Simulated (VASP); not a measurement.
Input of a VASP 6.6.1 run:

File INCAR:

```
SYSTEM = BaZrO3
PREC = Accurate
ENCUT = 520
EDIFF = 1E-6
ISMEAR = 0
SIGMA = 0.1
LREAL = .FALSE.
LASPH = .TRUE.
NELM = 80
ALGO = Normal
ISIF = 2
LWAVE = .FALSE.
LCHARG = .FALSE.
GGA = PE
NBANDS = 51
```

The input KPOINTS:

```
regular mesh
0
G
  4 4 2
  0 0 0
```

File POSCAR:

```
BaZrO3
1.0
    0.0000000000      4.2269242802      0.0000000000
    0.0000000000      0.0000000000      4.2269242802
    8.4538485604      0.0000000000      0.0000000000
Ba Zr O
2 2 6
Direct
    0.0000000000      0.0000000000      0.0000000000
    0.0000000000      0.0000000000      0.5000000000
    0.5000000000      0.5000000000      0.2500000000
    0.5000000000      0.5000000000      0.7500000000
    0.5000000000      0.5000000000      0.0000000000
    0.5000000000      0.5000000000      0.5000000000
    0.0000000000      0.5000000000      0.2500000000
    0.0000000000      0.5000000000      0.7500000000
    0.5000000000      0.0000000000      0.2500000000
    0.5000000000      0.0000000000      0.7500000000
```

Potentials or basis: VASP PAW PBE potentials, release 64 (Ba_sv, Zr_sv, O).

Launch:

```bash
$ cat potpaw_PBE.64/Ba_sv/POTCAR potpaw_PBE.64/Zr_sv/POTCAR potpaw_PBE.64/O/POTCAR > POTCAR
$ mpirun -np 1 vasp_std > vasp.out
```

(1) Estimate the pressure.

(2) What does it give for the band gap on the k mesh?

Answers

(1) 1.0 GPa.

(2) 3.13 eV.

Caveat: spin-orbit coupling is left out, which moves the levels of the heavy elements.
